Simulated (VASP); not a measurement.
Ge, 4 atoms in the cell. The structure is hexagonal, space group P6_3/mmc (No. 194). Conventional cell: a = 4.058 Å, b = 4.058 Å, c = 6.492 Å, α = 90.00°, β = 90.00°, γ = 120.00°. Within 3.2 Å of Ge (site symmetry 3m) lie 4 Ge at 2.46 to 2.47 Å. This isn't the form of Ge at room conditions, which is diamond. This cell differs from its parent crystal: strain along c alone, the other axes held: -3.0 %, then relaxed in part.

| Quantity | Value |
| --- | --- |
| Program | VASP 6.6.1 |
| Task | single point |
| Functional | PBE |
| Potentials or basis | VASP PAW PBE potentials, release 64 (Ge_d) |
| Cutoff | 520 eV |
| k mesh | 12 × 12 × 8 |
| Occupations | gaussian, width 0.1 eV |
| Spin | no spin polarisation |
| Dipole correction | no |
| Further INCAR settings | ALGO = Normal; EDIFF = 1e-07; NBANDS = 36 |

Potentials or basis: VASP PAW PBE potentials, release 64 (Ge_d).

Run with:

```sh
$ cat potpaw_PBE.64/Ge_d/POTCAR > POTCAR
$ mpirun -np 1 vasp_std > vasp.out
```

Hardware: 1 thread of AMD EPYC 7R13, with other jobs on the host.

Problem. How long does it take, and how much memory?

Solution. Run time: 4.1 min on 1 thread of AMD EPYC 7R13, on a shared host, peak memory 0.32 GiB. Counts: scf iterations 14, k points 95.
